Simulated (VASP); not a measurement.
YPtS2:

```xyz
4
Lattice="3.5370 0.0000 0.0000 -1.7685 3.0631 0.0000 0.0000 0.0000 6.9325" Properties=species:S:1:pos:R:3 pbc="T T T"
Y     0.0000    0.0000    3.4662
Pt    0.0000    0.0000    0.0000
S     0.0000    2.0421    1.7331
S     0.0000    2.0421    5.1994
```

```yaml
Program: VASP 6.6.1
Task: relaxation of cell and atoms
Functional: PBE
Potentials_or_basis: VASP PAW PBE potentials, release 64 (Y_sv, Pt, S)
Cutoff: 600 eV
k_mesh: 6 × 6 × 4
Occupations: gaussian, width 0.1 eV
Spin: no spin polarisation
```

At the start: pressure 2.9 GPa; volume 18.78 Å³/atom.

Problem. How do energy, volume and symmetry change on relaxing?

Solution. Over 7 steps the energy falls by 77.5 meV/atom and the volume is 19.46 Å³/atom (+3.6 %); space group P-6m2 (No. 187, to 0.05 Å).

The path:
| step | energy change (eV) | largest force (eV/Å) | pressure (GPa) | volume (Å³) |
| --- | --- | --- | --- | --- |
| 1 | 0.0000 | 0.5849 | 2.92 | 75.11 |
| 2 | -0.2615 | 0.2844 | -1.19 | 78.74 |
| 3 | -0.2851 | 0.1616 | -2.41 | 80.17 |
| 4 | -0.2981 | 0.1712 | 1.52 | 77.09 |
| 5 | -0.3062 | 0.1745 | -0.09 | 78.24 |
| 6 | -0.3091 | 0.0869 | 0.00 | 78.03 |
| 7 | -0.3100 | 0.0097 | 0.09 | 77.84 |

Final structure:
```yaml
crystal:
  lattice:
    - [3.71916, 0.00000, 0.00000]
    - [-1.85958, 3.22089, 0.00000]
    - [0.00000, 0.00000, 6.49799]
  atoms:
    - { symbol: Y, position: [0.00000, 0.00000, 0.50000] }
    - { symbol: Pt, position: [0.00000, 0.00000, 0.00000] }
    - { symbol: S, position: [0.33333, 0.66667, 0.24042] }
    - { symbol: S, position: [0.33333, 0.66667, 0.75958] }
```
